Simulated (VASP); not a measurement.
**LiF: single point with r2SCAN**

Crystal: LiF.

```
CELL_PARAMETERS angstrom
0.49092 2.28698 2.28698
2.28698 0.49092 2.28698
2.28698 2.28698 0.49092
ATOMIC_POSITIONS crystal
Li 0.00000 0.00000 0.00000
F 0.50000 0.50000 0.50000
```

This cell differs from its parent crystal: ratio of the length along [111] to the lengths across it x 1.41, volume and fractional coordinates fixed.

```yaml
Program: VASP 6.6.1
Task: single point
Functional: r2SCAN
Potentials_or_basis: VASP PAW PBE potentials, release 64 (Li_sv, F)
Cutoff: 520 eV
k_mesh: 12 × 12 × 12
Occupations: gaussian, width 0.05 eV
Spin: no spin polarisation
Dipole_correction: no
Further_INCAR_settings: ALGO = Normal; EDIFF = 1e-07; NBANDS = 12
```

- Band gap on the k mesh: 8.06 eV

Levels at points of the mesh, in eV from the valence-band top:
| k point | band 1 | band 2 | band 3 | band 4 | band 5 | band 6 | band 7 | band 8 | band 9 | band 10 |
| --- | --- | --- | --- | --- | --- | --- | --- | --- | --- | --- |
| (0.00, 0.00, 0.00) | -44.12 | -22.21 | -2.58 | 0.00 | 0.00 | 8.06 | 19.74 | 19.97 | 26.90 | 26.90 |
| (0.50, 0.00, 0.00) | -44.03 | -21.33 | -3.63 | -1.87 | -0.66 | 8.87 | 17.31 | 17.58 | 20.33 | 26.39 |
| (0.50, 0.50, 0.00) | -44.02 | -21.23 | -4.02 | -2.68 | -0.86 | 12.58 | 15.18 | 19.16 | 20.24 | 22.18 |
| (0.50, 0.50, 0.50) | -44.10 | -22.17 | -3.88 | -0.04 | -0.04 | 12.09 | 12.81 | 24.20 | 24.20 | 30.59 |

Wall time 50 s on 1 thread of Intel(R) Xeon(R) 6975P-C (Granite Rapids), with other jobs on the host, peak memory 0.15 GiB.

 A k mesh can miss the band edges.
